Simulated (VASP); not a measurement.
# Al3BiO (P6/mmm) in VASP: notebook

The runs below take Al3BiO through single point, relaxation of cell and atoms, with PBE.

All numbers are computed with VASP 6.6.1; they aren't measurements. Logs are shortened: lines on timing, memory, paths and dates and some standing lists are left out, and cuts for length are marked.

### 1 The cell of the first run

Symmetry: P6/mmm, No. 191, hexagonal system. Conventional cell: a = 4.823 Å, b = 4.823 Å, c = 5.225 Å, α = 90.00°, β = 90.00°, γ = 120.00°. Al (site symmetry mmm) has 4 Al at 2.41 Å and 2 O at 2.41 Å within 3.2 Å. Bi (site symmetry 6/mmm) has 2 O at 2.61 Å within 3.4 Å. O (site symmetry 6/mmm) has 6 Al at 2.41 Å and 2 Bi at 2.61 Å within 3.2 Å.

### 2 Single point, PBE

Input file INCAR:

```
SYSTEM = Al3BiO
ALGO = Normal
EDIFF = 1E-6
ENCUT = 520
GGA = PE
ISIF = 2
ISMEAR = 0
LASPH = .True.
LCHARG = .False.
LREAL = .False.
LWAVE = .False.
NBANDS = 23
NELM = 100
PREC = Accurate
SIGMA = 0.1
```

Input file KPOINTS:

```
k-points
0
Gamma
  6 6 4
  0 0 0
```

Input file POSCAR:

```
Al3BiO
1.0
    4.8231709500      0.0000000000      0.0000000000
   -2.4115854800      4.1769885700      0.0000000000
    0.0000000000      0.0000000000      5.2246182900
Al Bi O
3 1 1
Direct
    0.5000000000      0.0000000000      0.5000000000
    0.0000000000      0.5000000000      0.5000000000
    0.5000000000      0.5000000000      0.5000000000
    0.0000000000      0.0000000000      0.0000000000
    0.0000000000      0.0000000000      0.5000000000
```

Potentials or basis: VASP PAW PBE potentials, release 64 (Al, Bi_d, O).

Run with:

```console
$ cat potpaw_PBE.64/Al/POTCAR potpaw_PBE.64/Bi_d/POTCAR potpaw_PBE.64/O/POTCAR > POTCAR
$ mpirun -np 1 vasp_std > vasp.out
```

OUTCAR:

```text
SYSTEM = Al3BiO
   EDIFF = 1E-6
   ENCUT = 520
   GGA = PE
   ISIF = 2
   ISMEAR = 0
   LASPH = .True.
   LREAL = .False.
   NELM = 100
   PREC = Accurate

 ion  position               nearest neighbor table
   1  0.500  0.000  0.500-   2 2.41   2 2.41   5 2.41   5 2.41   3 2.41   3 2.41   4 3.56   4 3.56
                             4 3.56   4 3.56
   2  0.000  0.500  0.500-   1 2.41   1 2.41   3 2.41   3 2.41   5 2.41   5 2.41   4 3.56   4 3.56
                             4 3.56   4 3.56
   3  0.500  0.500  0.500-   5 2.41   5 2.41   2 2.41   2 2.41   1 2.41   1 2.41   4 3.56   4 3.56
                             4 3.56   4 3.56
   4  0.000  0.000  0.000-   5 2.61   5 2.61   3 3.56   3 3.56   3 3.56   3 3.56   1 3.56   1 3.56
                             1 3.56   1 3.56   2 3.56   2 3.56   2 3.56   2 3.56
   5  0.000  0.000  0.500-   3 2.41   3 2.41   1 2.41   1 2.41   2 2.41   2 2.41   4 2.61   4 2.61

  LATTYP: Found a hexagonal cell.
 ALAT       =     4.8231709500
 C/A-ratio  =     1.0832330730

  Lattice vectors:

 A1 = (   4.8231709500,   0.0000000000,   0.0000000000)
 A2 = (  -2.4115854800,   4.1769885700,   0.0000000000)
 A3 = (   0.0000000000,   0.0000000000,   5.2246182900)

Analysis of symmetry for initial positions (statically):
=====================================================================
 Subroutine PRICEL returns:
 Original cell was already a primitive cell.

 Routine SETGRP: Setting up the symmetry group for a
 hexagonal supercell.

 Subroutine GETGRP returns: Found 24 space group operations
 (whereof 24 operations were pure point group operations)
 out of a pool of 24 trial point group operations.

The static configuration has the point symmetry D_6h.

Analysis of symmetry for dynamics (positions and initial velocities):
=====================================================================
 Subroutine PRICEL returns:
 Original cell was already a primitive cell.

 Routine SETGRP: Setting up the symmetry group for a
 hexagonal supercell.

 Subroutine GETGRP returns: Found 24 space group operations
 (whereof 24 operations were pure point group operations)
 out of a pool of 24 trial point group operations.

The dynamic configuration has the point symmetry D_6h.

 Subroutine INISYM returns: Found 24 space group operations
 (whereof 24 operations are pure point group operations),
 and found     1 'primitive' translations

----------------------------------------------------------------------------------------

                                     Primitive cell

  volume of cell :     105.2569

  direct lattice vectors                    reciprocal lattice vectors
     4.823170950  0.000000000  0.000000000     0.207332481  0.119703464  0.000000000
    -2.411585480  4.176988570  0.000000000     0.000000000  0.239406928  0.000000000
     0.000000000  0.000000000  5.224618290     0.000000000  0.000000000  0.191401543

  length of vectors
     4.823170950  4.823170953  5.224618290     0.239406928  0.239406928  0.191401543

  position of ions in fractional coordinates (direct lattice)
     0.500000000  0.000000000  0.500000000
     0.000000000  0.500000000  0.500000000
     0.500000000  0.500000000  0.500000000
     0.000000000  0.000000000  0.000000000
     0.000000000  0.000000000  0.500000000

  ion indices of the primitive-cell ions
   primitive index   ion index
                 1           1
                 2           2
                 3           3
                 4           4
                 5           5

----------------------------------------------------------------------------------------

 KPOINTS: k-points

Automatic generation of k-mesh.
 Grid dimensions read from file:
 generate k-points for:    6    6    4

 Generating k-lattice:

  Cartesian coordinates                     Fractional coordinates (reciprocal lattice)
     0.034555414  0.019950577  0.000000000     0.166666667  0.000000000  0.000000000
     0.000000000  0.039901155  0.000000000     0.000000000  0.166666667  0.000000000
     0.000000000  0.000000000  0.047850386     0.000000000  0.000000000  0.250000000

  Length of vectors
     0.039901155  0.039901155  0.047850386

  Shift w.r.t. Gamma in fractional coordinates (k-lattice)
     0.000000000  0.000000000  0.000000000

 Subroutine IBZKPT returns following result:
 ===========================================

 Found     21 irreducible k-points:

 Following reciprocal coordinates:
            Coordinates               Weight
  0.000000  0.000000  0.000000      1.000000
  0.166667  0.000000  0.000000      6.000000
  0.333333  0.000000  0.000000      6.000000
  0.500000  0.000000  0.000000      3.000000
  0.166667  0.166667  0.000000      6.000000
  0.333333  0.166667  0.000000     12.000000
[... 13 lines left out ...]
  0.333333  0.166667  0.500000     12.000000
  0.333333  0.333333  0.500000      2.000000
   k-points           NKPTS =     21   k-points in BZ     NKDIM =     21   number of bands    NBANDS=     23
   number of dos      NEDOS =    301   number of ions     NIONS =      5
   total plane-waves  NPLWV =  51840
   dimension x,y,z NGX =    36 NGY =   36 NGZ =   40
   dimension x,y,z NGXF=    72 NGYF=   72 NGZF=   80
   ions per type =               3   1   1
   NGX,Y,Z   is equivalent  to a cutoff of  12.41, 12.41, 12.73 a.u.
   NGXF,Y,Z  is equivalent  to a cutoff of  24.82, 24.82, 25.46 a.u.
 SYSTEM =  Al3BiO
   PREC   = accura    normal or accurate (medium, high low for compatibility)
   ISTART =      0    job   : 0-new  1-cont  2-samecut
   ICHARG =      2    charge: 1-file 2-atom 10-const
   ISPIN  =      1    spin polarized calculation?
   LNONCOLLINEAR =      F non collinear calculations
   LSORBIT =      F    spin-orbit coupling
   LASPH  =      T    aspherical Exc in radial PAW
   ENCUT  =  520.0 eV  38.22 Ry    6.18 a.u.   8.97  8.97  9.71*2*pi/ulx,y,z
   NELM   =    100;   NELMIN=  2; NELMDL= -5     # of ELM steps
   EDIFF  = 0.1E-05   stopping-criterion for ELM
   LREAL  =      F    real-space projection
   EDIFFG = 0.1E-04   stopping-criterion for IOM
   NSW    =      0    number of steps for IOM
   IBRION =     -1    ionic relax: 0-MD 1-quasi-New 2-CG
   NFREE  =      0    steps in history (QN), initial steepest desc. (CG)
   ISIF   =      2    stress and relaxation
   ISYM   =      2    0-nonsym 1-usesym 2-fastsym
   POTIM  = 0.5000    time-step for ionic-motion
   TEBEG  =    0.0;   TEEND  =   0.0 temperature during run
   PSTRESS=    0.0 pullay stress
   NELECT =      30.0000    total number of electrons
   NUPDOWN=      -1.0000    fix difference up-down
   EMIN   =  10.00;   EMAX   =-10.00  energy-range for DOS
   EFERMI =   0.00;   METHOD = LEGACY
   ISMEAR =     0;   SIGMA  =   0.10  broadening in eV -4-tet -1-fermi 0-gaus
   EFERMI_NEDOS =   21; number of points for ismear=-14 and -15
   IALGO  =     38    algorithm
   IMIX   =      4    mixing-type and parameters
     AMIX     =   0.40;   BMIX     =  1.00
     AMIX_MAG =   1.60;   BMIX_MAG =  1.00
  volume/ion in A,a.u.               =      21.05       142.06
  Fermi-wavevector in a.u.,A,eV,Ry     =   1.077370  2.035935 15.792652  1.160727
  Thomas-Fermi vector in A             =   2.213280
   LORBIT       =      0    0 simple, 1 ext, 2 COOP (PROOUT), +10 PAW based schemes
   GGA     = PE    functional components
   LHFCALC =     F    Hartree Fock is set to
   AEXX    =    0.0000 exact exchange contribution
   IVDW    =     0    specifies the selected vdW correction
   LEPSILON=     F    determine dielectric tensor
   LRPA    =     F    only Hartree local field effects (RPA)
 non-spin polarized calculation
 Gauss-broadening in eV      SIGMA  =   0.10
  energy-cutoff  :      520.00
  volume of cell :      105.26
 maximum number of plane-waves:      2857
 NGX is ok and might be reduce to    36
   NGX = 17   NGY = 17   NGZ = 19

 number of electron      29.9999995 magnetization

 Free energy of the ion-electron system (eV)
  ---------------------------------------------------
  ext. energy  EPLUGINS =         0.00000000
  ---------------------------------------------------
  free energy    TOTEN  =       -18.31503915 eV

  energy without entropy =      -18.30848083  energy(sigma->0) =      -18.31175999

 E-fermi :   5.7947     XC(G=0):  -9.4030

 val. band max:        5.6815274231   @ k =   0.5000   0.0000   0.0000
 cond. band min:       5.8280004183   @ k =   0.1667   0.0000   0.2500
 fundamental gap:      0.1464729952
 Fermi energy:         5.7946838176

 k-point     1 :       0.0000    0.0000    0.0000
  band No.  band energies     occupation
      1     -17.2213      2.00000
      2     -17.1343      2.00000
      3     -17.1343      2.00000
      4     -16.9780      2.00000
      5     -16.9780      2.00000
      6     -13.4004      2.00000
[... 15 lines left out ...]
     22      10.5214      0.00000
     23      10.5470      0.00000

 k-point     2 :       0.1667    0.0000    0.0000
  band No.  band energies     occupation
      1     -17.2208      2.00000
      2     -17.1346      2.00000
      3     -17.1343      2.00000
      4     -16.9780      2.00000
      5     -16.9771      2.00000
      6     -13.3854      2.00000
[... 15 lines left out ...]
     22      10.0850      0.00000
     23      10.3683      0.00000

 k-point     3 :       0.3333    0.0000    0.0000
  band No.  band energies     occupation
      1     -17.2198      2.00000
      2     -17.1355      2.00000
      3     -17.1346      2.00000
      4     -16.9779      2.00000
      5     -16.9751      2.00000
      6     -13.3553      2.00000
[... 15 lines left out ...]
     22       9.6543      0.00000
     23      10.8272      0.00000
[... 417 lines left out ...]
 k-point    20 :       0.3333    0.1667    0.5000
  band No.  band energies     occupation
      1     -17.1780      2.00000
      2     -17.1371      2.00000
      3     -17.1362      2.00000
      4     -16.9772      2.00000
      5     -16.9748      2.00000
      6     -13.3883      2.00000
[... 15 lines left out ...]
     22      10.7777      0.00000
     23      12.2433      0.00000

 k-point    21 :       0.3333    0.3333    0.5000
  band No.  band energies     occupation
      1     -17.1778      2.00000
      2     -17.1368      2.00000
      3     -17.1368      2.00000
      4     -16.9757      2.00000
      5     -16.9757      2.00000
      6     -13.3811      2.00000
[... 15 lines left out ...]
     22      12.5002      0.00000
     23      12.5409      0.00000

------------------------ aborting loop because EDIFF is reached ----------------------------------------

  FORCE on cell =-STRESS in cart. coord.  units (eV):
  Direction    XX          YY          ZZ          XY          YZ          ZX
  --------------------------------------------------------------------------------------
  -------------------------------------------------------------------------------------
  Total        7.4297176      7.4297176     -2.7670564     -0.0000000      0.0000000     -0.0000000
  in kB      113.0921299    113.0921299    -42.1190034     -0.0000001      0.0000000     -0.0000000
  external PRESSURE =      61.3550854 kB  Pullay stress =       0.0000000 kB

 VOLUME and BASIS-vectors are now :
 -----------------------------------------------------------------------------
  energy-cutoff  :      520.00
  volume of cell :      105.26
      direct lattice vectors                 reciprocal lattice vectors
     4.823170950  0.000000000  0.000000000     0.207332481  0.119703464  0.000000000
    -2.411585480  4.176988570  0.000000000     0.000000000  0.239406928  0.000000000
     0.000000000  0.000000000  5.224618290     0.000000000  0.000000000  0.191401543

 POSITION                                       TOTAL-FORCE (eV/Angst)
 -----------------------------------------------------------------------------------
      2.41159      0.00000      2.61231         0.000000      0.000000      0.000000
     -1.20579      2.08849      2.61231        -0.000000      0.000000      0.000000
      1.20579      2.08849      2.61231        -0.000000      0.000000      0.000000
      0.00000      0.00000      0.00000         0.000000      0.000000      0.000000
      0.00000      0.00000      2.61231        -0.000000      0.000000      0.000000
 -----------------------------------------------------------------------------------
    total drift:                               -0.000000     -0.000000      0.000000

  FREE ENERGIE OF THE ION-ELECTRON SYSTEM (eV)
  ---------------------------------------------------
  free  energy   TOTEN  =       -18.3150391485 eV

  energy  without entropy=      -18.3084808314  energy(sigma->0) =      -18.31175999
```

Wall time 32 s (1 thread of AMD EPYC 9R45 (Zen 5), shared host); peak memory 0.2 GiB.

What came out:

* Free energy: -18.3150 eV
* Pressure: 6.1 GPa
* Band gap on the k mesh: zero (band 15 reaches 6.00 eV, above the bottom of band 16 at 5.45 eV)

Stress tensor (GPa, compression positive):
```
11.31  0.00  0.00
 0.00 11.31  0.00
 0.00  0.00 -4.21
```

Caveat: spin-orbit coupling is left out, which moves the levels of the heavy elements.

[end of part 1 of 3]
